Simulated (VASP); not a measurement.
Write the native input for VASP 6.6.1 that does the following.

* Task: single point
* Functional: r2SCAN
* Potentials or basis: VASP PAW PBE potentials, release 64 (Sn_d, Te)
* Cutoff: 520 eV
* k mesh: 10 × 10 × 10
* Occupations: gaussian, width 0.01 eV
* Spin: no spin polarisation
* Dipole correction: no
* Further INCAR settings: ALGO = Normal; EDIFF = 1e-07; NBANDS = 17

SnTe:

```
CELL_PARAMETERS angstrom
0.00000 3.12057 3.12057
3.12057 0.00000 3.12057
3.12057 3.12057 0.00000
ATOMIC_POSITIONS crystal
Sn 0.00000 0.00000 0.00000
Te 0.50000 0.50000 0.50000
```

The input as run:

POSCAR

```
SnTe
1.0
    0.0000000000      3.1205689826      3.1205689826
    3.1205689826      0.0000000000      3.1205689826
    3.1205689826      3.1205689826      0.0000000000
Sn Te
1 1
Direct
    0.0000000000      0.0000000000      0.0000000000
    0.5000000000      0.5000000000      0.5000000000
```

INCAR.step1

```
PREC = Accurate
ENCUT = 520
ISMEAR = 0
SIGMA = 0.01
LREAL = F
LASPH = T
NELM = 80
NBANDS = 17
GGA = PE
ALGO = Normal
EDIFF = 1E-4
LWAVE = T
LCHARG = F
```

INCAR.step2

```
PREC = Accurate
ENCUT = 520
EDIFF = 1E-7
ISMEAR = 0
SIGMA = 0.01
LREAL = F
LASPH = T
NELM = 80
ALGO = Normal
ISIF = 2
LWAVE = F
LCHARG = F
METAGGA = R2SCAN
LMIXTAU = T
NBANDS = 17
ISTART = 1
```

KPOINTS

```
Automatic mesh
0
Gamma
  10 10 10
```

Potentials or basis: VASP PAW PBE potentials, release 64 (Sn_d, Te).

The run is started by

```console
$ cat potpaw_PBE.64/Sn_d/POTCAR potpaw_PBE.64/Te/POTCAR > POTCAR
$ cp INCAR.step1 INCAR
$ mpirun -np 1 vasp_std > vasp.out
$ cp INCAR.step2 INCAR
$ mpirun -np 1 vasp_std > vasp.out
```

Results of the run:

```
Pressure               : 3.1 GPa
Band gap on the k mesh : 0.06 eV
```

Caveat: the cell stands under pressure; semilocal functionals underestimate gaps, and a narrow one can read as zero; the PAW data sets were made with another functional, which shifts forces and pressure a little; spin-orbit coupling is left out, which moves the levels of the heavy elements.

Wall time 120 s on 1 thread of Intel(R) Xeon(R) Platinum 8559C (Emerald Rapids), on a shared host, peak memory 0.23 GiB.
